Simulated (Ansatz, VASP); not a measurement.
**One calculation of Cu3Sb, two programs**

```xyz
4
Lattice="0.0000 3.1130 3.1130 3.1130 0.0000 3.1130 3.1130 3.1130 0.0000" Properties=species:S:1:pos:R:3 pbc="T T T"
Cu    3.1130    3.1130    3.1130
Cu    1.5565    1.5565    1.5565
Cu    4.6694    4.6694    4.6694
Sb    0.0000    0.0000    0.0000
```

Alike in both runs: task electric field gradients; functional PBEsol; k mesh 9 × 9 × 9; occupations fermi-dirac, width 0.03 eV; no spin polarisation.

|  | VASP | Ansatz |
| --- | --- | --- |
| version | VASP 6.6.1 | Ansatz 0.2.0 |
| potentials or method | VASP PAW PBE potentials, release 64 (Cu, Sb), cutoff 520 eV | all-electron PAW with datasets made for the crystal, scalar-relativistic |

```tsv
	VASP	Ansatz	Ansatz less VASP
pressure (GPa)	-4.4	-4.7	-0.30
```

VASP's potentials were made for PBE, not for PBEsol. Ansatz ran all-electron here, and VASP with PAW potentials.

Neither program's run includes spin-orbit coupling.
